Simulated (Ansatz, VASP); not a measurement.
# Mo in VASP and in Ansatz

```xyz
1
Lattice="2.8176 0.0000 0.0000 -1.4088 2.4401 0.0000 0.0000 0.0000 2.5552" Properties=species:S:1:pos:R:3 pbc="T T T"
Mo    0.0000    0.0000    1.2776
```

Change from the starting cell: strain +0.030 along x and y, +0.000 along z, atoms carried along.

Alike in both runs: task single point; functional PBE; k mesh 21 × 21 × 18; occupations gaussian, width 0.15 eV; no spin polarisation.

|  | VASP | Ansatz |
| --- | --- | --- |
| version | VASP 6.6.1 | Ansatz 0.2.0 |
| potentials or method | VASP PAW PBE potentials, release 64 (Mo_sv), cutoff 520 eV | scalar-relativistic, plane waves, PAW |
| valence electrons in the cell | 14 | 14 |

|  | VASP | Ansatz | Ansatz less VASP |
| --- | --- | --- | --- |
| gap on the k mesh at the Fermi level (eV) | none | none | - |
| pressure (GPa) | -7.9 | -8.4 | -0.45 |
| traceless stress, the component that is largest in VASP (GPa) | 0.27 | 0.14 | -0.133 |

A gap of «none» marks a metal or a gap that the smearing closes.
